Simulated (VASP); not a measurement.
# Si3H2C4 in VASP: a series of runs, part 4 of 4

VASP 6.6.1. The steps go on from the part before.

## Step 5: Single point, PBEsol

INCAR

```
SYSTEM = Si3H2C4
PREC     = Accurate       ! precision mode
ENCUT    = 520            ! plane-wave cutoff, eV
EDIFF    = 1E-6           ! SCF threshold, eV
ISMEAR   = 0              ! smearing method
SIGMA    = 0.05           ! smearing width, eV
LREAL    = Auto         
LASPH    = .TRUE.         ! aspherical terms in the spheres
NELM     = 60             ! most SCF steps
ALGO     = Normal         ! electronic algorithm
ISIF     = 2              ! what is computed and relaxed
LWAVE    = .FALSE.        ! write WAVECAR
LCHARG   = .FALSE.        ! write CHGCAR
LDIPOL   = .TRUE.       
IDIPOL   = 3            
DIPOL    = 0.5 0.5 0.353
GGA      = PS             ! functional
NBANDS   = 45             ! bands
```

KPOINTS

```
regular mesh
0
G
  4 8 1
  0 0 0
```

POSCAR

```
Si3H2C4
1.0
    6.1612406585      0.0000000000      0.0000000000
    0.0000000000      3.0806203293      0.0000000000
    0.0000000000      0.0000000000     20.0373883794
C Si H
8 6 4
Direct
    0.5000000000      0.5000000000      0.2321862369
    0.0000000000      0.5000000000      0.2321862369
    0.7500000000      0.0000000000      0.3408993827
    0.2500000000      0.0000000000      0.3408993827
   -0.0084164147      0.5000000000      0.4632109135
    0.5048469038      0.5000000000      0.4454938733
    0.3868355117      0.0000000000      0.5467955156
    0.6025251061      0.0000000000      0.5676066110
    0.2500000000      0.5000000000      0.2865428098
    0.7500000000      0.5000000000      0.2865428098
    0.5018900871      0.0000000000      0.3938295863
   -0.0045753107      0.0000000000      0.4016465502
    0.7139483018      0.5000000000      0.5162457393
    0.2696360327      0.5000000000      0.5055542551
    0.5000000000      0.2248963861      0.1983620084
    0.5000000000      0.7751036139      0.1983620084
    0.0000000000      0.7747262802      0.1982371399
    0.0000000000      0.2252737198      0.1982371399
```

Potentials or basis: VASP PAW PBE potentials, release 64 (C, Si, H).

The run is started by

```sh
> cat potpaw_PBE.64/C/POTCAR potpaw_PBE.64/Si/POTCAR potpaw_PBE.64/H/POTCAR > POTCAR
> mpirun -np 1 vasp_std > vasp.out
```

OUTCAR:

```text
SYSTEM = Si3H2C4
   PREC = Accurate
   ENCUT = 520
   EDIFF = 1E-6
   ISMEAR = 0
   LREAL = Auto
   LASPH = .TRUE.
   NELM = 60
   ISIF = 2
   GGA = PS

 ion  position               nearest neighbor table
   1  0.500  0.500  0.232-  15 1.09  16 1.09   9 1.89  10 1.89
   2  0.000  0.500  0.232-  17 1.09  18 1.09   9 1.89  10 1.89
   3  0.750  0.000  0.341-  11 1.86  10 1.89  10 1.89  12 1.94
   4  0.250  0.000  0.341-  11 1.88   9 1.89   9 1.89  12 1.99
   5  0.992  0.500  0.463-  14 1.91  12 1.97  12 1.97  13 2.01
   6  0.505  0.500  0.445-  11 1.86  11 1.86  14 1.88  13 1.92
   7  0.387  0.000  0.547-   8 1.39  14 1.89  14 1.89  13 2.61  13 2.61
   8  0.603  0.000  0.568-   7 1.39  13 1.98  13 1.98
   9  0.250  0.500  0.287-   1 1.89   2 1.89   4 1.89   4 1.89  11 3.07  11 3.07  10 3.08  10 3.08

  10  0.750  0.500  0.287-   1 1.89   2 1.89   3 1.89   3 1.89  11 3.05  11 3.05   9 3.08   9 3.08

  11  0.502  0.000  0.394-   6 1.86   6 1.86   3 1.86   4 1.88  12 3.04  10 3.05  10 3.05   9 3.07
                             9 3.07  14 3.07  14 3.07  12 3.12
  12  0.995  0.000  0.402-   3 1.94   5 1.97   5 1.97   4 1.99  11 3.04  14 3.09  14 3.09  11 3.12

  13  0.714  0.500  0.516-   6 1.92   8 1.98   8 1.98   5 2.01   7 2.61   7 2.61  14 2.75
  14  0.270  0.500  0.506-   6 1.88   7 1.89   7 1.89   5 1.91  13 2.75  11 3.07  11 3.07  12 3.09
                            12 3.09
[... 901 lines left out ...]

 vacuum level on the upper side and lower side of the slab       (xc-potential included)         0.668        -0.985

  FORCE on cell =-STRESS in cart. coord.  units (eV):
  Direction    XX          YY          ZZ          XY          YZ          ZX
  --------------------------------------------------------------------------------------
  -------------------------------------------------------------------------------------
  Total       -5.5464013      9.3709742     -8.5081679      0.0000000      0.0000000      0.0273114
  in kB      -23.3654638     39.4773379    -35.8425721      0.0000000      0.0000000      0.1150553
  external PRESSURE =      -6.5768993 kB  Pullay stress =       0.0000000 kB

 VOLUME and BASIS-vectors are now :
 -----------------------------------------------------------------------------
  energy-cutoff  :      520.00
  volume of cell :      380.32
      direct lattice vectors                 reciprocal lattice vectors
     6.161240658  0.000000000  0.000000000     0.162304973  0.000000000  0.000000000
     0.000000000  3.080620329  0.000000000     0.000000000  0.324609946  0.000000000
     0.000000000  0.000000000 20.037388379     0.000000000  0.000000000  0.049906703

 POSITION                                       TOTAL-FORCE (eV/Angst)
 -----------------------------------------------------------------------------------
      3.08062      1.54031      4.65241         0.003347      0.000000      0.741276
      0.00000      1.54031      4.65241        -0.002681      0.000000      0.564607
      4.62093      0.00000      6.83073         0.707472      0.000000      0.247827
      1.54031      0.00000      6.83073        -0.711819      0.000000      0.722337
      6.10939      1.54031      9.28154         0.016081      0.000000      0.012730
      3.11048      1.54031      8.92653         0.011221      0.000000     -0.018864
[... 10 lines left out ...]
      0.00000      2.38664      3.97215         0.001468      0.027205     -0.020478
      0.00000      0.69398      3.97215         0.001468     -0.027205     -0.020478
 -----------------------------------------------------------------------------------
    total drift:                                0.006931      0.000000     -0.004138

  FREE ENERGIE OF THE ION-ELECTRON SYSTEM (eV)
  ---------------------------------------------------
  free  energy   TOTEN  =      -123.2055846071 eV

  energy  without entropy=     -123.2037810198  energy(sigma->0) =     -123.20468281

 vacuum level on the upper side and lower side of the slab         5.759         4.062
```

OSZICAR:

```text
N       E                     dE             d eps       ncg     rms          rms(c)
DAV:   1     0.334167191418E+03    0.33417E+03   -0.23800E+04  1350   0.107E+03
DAV:   2    -0.868867318072E+02   -0.42105E+03   -0.40170E+03  1846   0.232E+02
DAV:   3    -0.135219516473E+03   -0.48333E+02   -0.47583E+02  1666   0.766E+01
[... 18 lines left out ...]
DAV:  22    -0.123205572072E+03   -0.95462E-05   -0.42113E-07  1311   0.234E-03    0.650E-04
DAV:  23    -0.123205579604E+03   -0.75320E-05   -0.59236E-07  1215   0.229E-03    0.431E-04
DAV:  24    -0.123205582460E+03   -0.28561E-05   -0.11140E-07  1234   0.120E-03    0.293E-04
DAV:  25    -0.123205584228E+03   -0.17679E-05   -0.79870E-08  1212   0.969E-04    0.246E-04
DAV:  26    -0.123205584607E+03   -0.37906E-06   -0.19476E-08  1050   0.508E-04
   1 F= -.12320558E+03 E0= -.12320468E+03  d E =-.180359E-02
```

stdout:

```text
POSCAR found type information on POSCAR C SiH
 POSCAR found :  3 types and      18 ions
 scaLAPACK will be used
 -----------------------------------------------------------------------------
|                                                                             |
|                                                                             |
|     You enforced a specific xc type in the INCAR file but a different       |
|     I HOPE YOU KNOW WHAT YOU ARE DOING!                                     |
|                                                                             |
 -----------------------------------------------------------------------------

 LDA part: xc-table for (Slater+PW92), standard interpolation
 POSCAR, INCAR and KPOINTS ok, starting setup
 FFT: planning ... GRIDC
 FFT: planning ... GRID_SOFT
 FFT: planning ... GRID
 WAVECAR not read
 entering main loop
```

It took 6.2 min on 1 thread of Intel Xeon 6975P-C (Granite Rapids), shared host; peak memory 0.51 GiB.

Results:

* Free energy: -123.2056 eV
* Largest force: 2.928 eV/Å
* Band gap on the k mesh: zero (bands 30 and 31 overlap by 0.71 eV)

Forces on the atoms (eV/Å):
```
C    0.003  0.000  0.741
C   -0.003  0.000  0.565
C    0.707  0.000  0.248
C   -0.712  0.000  0.722
C    0.016  0.000  0.013
C    0.011  0.000 -0.019
C   -0.075  0.000  1.601
C    0.091  0.000 -2.926
Si  -0.429  0.000 -0.401
Si   0.426  0.000 -0.444
Si  -0.005  0.000  0.002
Si  -0.005  0.000 -0.002
Si  -0.006  0.000 -0.003
Si  -0.022  0.000 -0.002
H    0.000 -0.030 -0.027
H    0.000  0.030 -0.027
H    0.001  0.027 -0.020
H    0.001 -0.027 -0.020
```

Caveat: the PAW data sets were made with another functional, which shifts forces and pressure a little.

## Step 6: Single point, PBEsol

INCAR

```
ALGO = Normal
DIPOL = 0.5 0.5 0.351
EDIFF = 1E-6
ENCUT = 520
GGA = PS
IDIPOL = 3
ISIF = 2
ISMEAR = 0
LASPH = T
LCHARG = T
LDIPOL = T
LELF = T
LREAL = Auto
LVACPOTAV = T
LVHAR = T
LWAVE = F
NBANDS = 45
NELM = 80
PREC = Accurate
SIGMA = 0.05
```

KPOINTS

```
k-points
0
Gamma
  4 8 1
```

POSCAR

```
Si3H2C4
1.0
    6.1612406585      0.0000000000      0.0000000000
    0.0000000000      3.0806203293      0.0000000000
    0.0000000000      0.0000000000     20.0373883794
C Si H
8 6 4
Direct
    0.5000000000      0.5000000000      0.2321862369
    0.0000000000      0.5000000000      0.2321862369
    0.7500000000      0.0000000000      0.3408993827
    0.2500000000      0.0000000000      0.3408993827
   -0.0120305481      0.5000000000      0.4599124717
    0.5089214630      0.5000000000      0.4407372135
    0.3904819281      0.0000000000      0.5322227582
    0.6015749218      0.0000000000      0.5606695792
    0.2500000000      0.5000000000      0.2865428098
    0.7500000000      0.5000000000      0.2865428098
    0.5027715078      0.0000000000      0.3912046788
   -0.0067420187      0.0000000000      0.3998278779
    0.7102356038      0.5000000000      0.5139298977
    0.2667440357      0.5000000000      0.4985219894
    0.5000000000      0.2248963861      0.1983620084
    0.5000000000      0.7751036139      0.1983620084
    0.0000000000      0.7747262802      0.1982371399
    0.0000000000      0.2252737198      0.1982371399
```

Potentials or basis: VASP PAW PBE potentials, release 64 (C, Si, H).

The run is started by

```sh
> cat potpaw_PBE.64/C/POTCAR potpaw_PBE.64/Si/POTCAR potpaw_PBE.64/H/POTCAR > POTCAR
> mpirun -np 1 vasp_std > vasp.out
```

It took 6.2 min on 1 thread of Intel Xeon 6975P-C (Granite Rapids), shared host; peak memory 0.51 GiB.

Results (log left out):

```yaml
Free_energy: -122.8963 eV
Largest_force: 3.413 eV/Å
Band_gap_on_the_k_mesh: zero (bands 30 and 31 overlap by 0.20 eV)
```

Forces in eV/Å, atoms in the order of the input:
```
C    0.005  0.000  0.744
C    0.000  0.000  0.539
C    0.986  0.000 -0.613
C   -0.987  0.000  0.265
C   -0.008  0.000  0.012
C    0.000  0.000 -0.014
C   -0.070  0.000  3.412
C    0.061  0.000 -3.186
Si  -0.492  0.000 -0.506
Si   0.491  0.000 -0.565
Si   0.003  0.000  0.000
Si   0.001  0.000 -0.001
Si   0.024  0.000 -0.004
Si  -0.020  0.000  0.008
H   -0.001 -0.027 -0.022
H   -0.001  0.027 -0.022
H    0.004  0.028 -0.023
H    0.004 -0.028 -0.023
```

Levels at points of the mesh, in eV from the Fermi level:
```csv
k point,band 28,band 29,band 30,band 31,band 32,band 33
"(0.00, 0.00, 0.00)",-1.69,-1.49,-0.15,0.44,1.14,2.47
"(0.50, 0.00, 0.00)",-1.72,-1.66,0.04,0.49,2.28,2.77
"(0.00, 0.50, 0.00)",-2.31,-2.15,-1.79,-0.16,1.29,2.30
"(0.50, 0.50, 0.00)",-3.24,-2.47,-2.29,0.49,2.13,2.40
```

Caveat: the PAW data sets were made with another functional, which shifts forces and pressure a little.

## Step 7: Summary

```tsv
task	cell	atoms held fixed (from 0)	atoms held along some axes (from 0)	gap on the mesh (eV)	largest force (eV/Å)
relaxation of the atoms	atoms relaxed, atomic positions A	[0, 1, 2, 3, 8, 9, 14, 15, 16, 17]	atom 6 along c; atom 7 along c	none	-
relaxation of the atoms	atoms relaxed, atomic positions B	[0, 1, 2, 3, 8, 9, 14, 15, 16, 17]	atom 6 along c; atom 7 along c	none	-
single point	as given, atomic positions C	-	-	none	2.60
single point	as given, atomic positions D	-	-	none	2.93
single point	as given, atomic positions E	-	-	none	3.41
```

Alike in all rows: level PBEsol; potentials or basis VASP PAW PBE potentials, release 64 (C, Si, H); no spin polarisation; k mesh 4 × 8 × 1; cutoff (eV) 520; smearing gaussian 0.05 eV.

Caveats: the PAW data sets were made with another functional, which shifts forces and pressure a little.

Absolute energies hang on the potentials; compare differences alone.
